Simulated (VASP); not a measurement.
A run of VASP 6.6.1:

File POSCAR:

```
AlN
1.0
    3.1066937602      0.0000000000      0.0000000000
   -1.5533468801      2.6904757181      0.0000000000
    0.0000000000      0.0000000000      4.7794478898
Al N
2 2
Direct
    0.3333333333      0.6666666667     -0.0079139679
    0.6666666667      0.3333333333      0.4920860321
    0.3333333333      0.6666666667      0.3829139679
    0.6666666667      0.3333333333      0.8829139679
```

File INCAR.step1:

```
  PREC = Accurate
  ENCUT = 520
  EDIFF = 1E-5
  ISMEAR = 0
  SIGMA = 0.01
  LREAL = False
  LASPH = True
  NELM = 100
  ALGO = Normal
  ISIF = 2
  LWAVE = True
  LCHARG = False
  GGA = PE
  NBANDS = 16
```

INCAR.step2

```
  PREC = Accurate
  ENCUT = 520
  EDIFF = 1E-6
  ISMEAR = 0
  SIGMA = 0.01
  LREAL = False
  LASPH = True
  NELM = 100
  ALGO = Normal
  ISIF = 2
  LWAVE = False
  LCHARG = False
  GGA = PE
  LHFCALC = True
  HFSCREEN = 0.2079
  PRECFOCK = Normal
  ISTART = 1
  NBANDS = 16
```

The input KPOINTS:

```
regular mesh
0
Gamma
  6 6 4
```

Potentials or basis: VASP PAW PBE potentials, release 64 (Al, N).

Run with:

```console
$ cat potpaw_PBE.64/Al/POTCAR potpaw_PBE.64/N/POTCAR > POTCAR
$ cp INCAR.step1 INCAR
$ mpirun -np 1 vasp_std > vasp.out
$ cp INCAR.step2 INCAR
$ mpirun -np 1 vasp_std > vasp.out
```

Hardware: 1 thread of AMD EPYC 7R13 Processor (Zen 3), with other jobs on the host.

Question: How long does it take, and how much memory?

Answer: It took 28 min on 1 thread of AMD EPYC 7R13 Processor (Zen 3) (shared host), peak memory 0.22 GiB. Counts: k points 21.
